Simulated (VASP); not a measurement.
A run of VASP 6.6.1:

File INCAR:

```
ALGO     = Normal         # electronic algorithm
EDIFF    = 1E-8           # SCF threshold, eV
ENCUT    = 600            # plane-wave cutoff, eV
GGA      = PS             # functional
IBRION   = 6              # ionic algorithm
ISIF     = 3              # what is computed and relaxed
ISMEAR   = -1             # smearing method
LASPH    = T              # aspherical terms in the spheres
LCHARG   = F              # write CHGCAR
LREAL    = F              # projectors in reciprocal space
LWAVE    = F              # write WAVECAR
NELM     = 80             # most SCF steps
NFREE    = 2            
NSW      = 1              # ionic steps
POTIM    = 0.015          # step
PREC     = Accurate       # precision mode
SIGMA    = 0.08           # smearing width, eV
```

File KPOINTS:

```
k-points
0
Gamma
  14 14 14
```

The input POSCAR:

```
InAs
1.0
    0.0000000000      2.9815055826      2.9815055826
    2.9815055826      0.0000000000      2.9815055826
    2.9815055826      2.9815055826      0.0000000000
In As
1 1
Direct
    0.0000000000      0.0000000000      0.0000000000
    0.7500000000      0.7500000000      0.7500000000
```

Potentials or basis: VASP PAW PBE potentials, release 64 (In_d, As).

The run is started by

```console
$ cat potpaw_PBE.64/In_d/POTCAR potpaw_PBE.64/As/POTCAR > POTCAR
$ mpirun -np 1 vasp_std > vasp.out
```

Hardware: 1 thread of Oxide Virtual Turin-like Processor (shared host).

Question: Estimate the wall time of this run.

Answer: Run time: 120 min on 1 thread of Oxide Virtual Turin-like Processor, with other jobs on the host, peak memory 1.1 GiB. Counts: scf iterations 183, k points 104.
